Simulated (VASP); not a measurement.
Set up this calculation in VASP 6.6.1, as the native input.

| Quantity | Value |
| --- | --- |
| Task | relaxation of cell and atoms |
| Functional | LDA |
| Potentials or basis | VASP PAW LDA potentials, release 64 (Mg) |
| Cutoff | 600 eV |
| k mesh | 15 × 15 × 8 |
| Occupations | fermi-dirac, width 0.1 eV |
| Spin | no spin polarisation |
| Target pressure | 12 GPa |
| Dipole correction | no |
| Further INCAR settings | ALGO = Normal; EDIFF = 1e-06; IBRION = 2; EDIFFG = -0.005; NSW = 32; ISIF = 3 |

The structure of Mg lies in POSCAR:

```
Mg
1.0
    2.9393021017      0.0000000000      0.0000000000
   -1.4696510509      2.5455102895      0.0000000000
    0.0000000000      0.0000000000      4.7202893116
Mg
2
Direct
    0.3333333333      0.6666666667      0.2500000000
    0.6666666667      0.3333333333      0.7500000000
```

These files were run (other wordings do the same):

INCAR

```
SYSTEM = Mg
  PREC = Accurate
  ENCUT = 600
  EDIFF = 1E-6
  ISMEAR = -1
  SIGMA = 0.1
  LREAL = .False.
  LASPH = .True.
  NELM = 60
  ALGO = Normal
  ISIF = 3
  LWAVE = .False.
  LCHARG = .False.
  IBRION = 2
  NSW = 32
  EDIFFG = -0.005
  PSTRESS = 120.0
```

KPOINTS

```
Automatic mesh
0
Gamma
  15 15 8
  0 0 0
```

Potentials or basis: VASP PAW LDA potentials, release 64 (Mg).

Command:

```sh
$ cat potpaw_LDA.64/Mg/POTCAR > POTCAR
$ mpirun -np 1 vasp_std > vasp.out
```

It gave:

| Quantity | Value |
| --- | --- |
| Relaxed volume | 17.60 Å³/atom |
| Relaxed cell | a = 2.936 Å, b = 2.936 Å, c = 4.715 Å, α = 90.00°, β = 90.00°, γ = 120.00° |
| Space group after relaxing (to 0.1 Å) | P6_3/mmc (No. 194) |
| Energy change on relaxing (the run minimises the enthalpy) | +4.2 meV/atom |
| Ionic steps | 3 |
| Pressure after relaxing | 12.0 GPa |
| Band gap on the k mesh | zero (bands 2 and 3 overlap by 2.10 eV) |

Caveat: the cell is relaxed towards a set pressure, so the run minimises the enthalpy, not the energy.

Wall time 19 s on 1 thread of AMD EPYC 9R45 96-Core Processor (Zen 5), with other jobs on the host, peak memory 0.14 GiB.
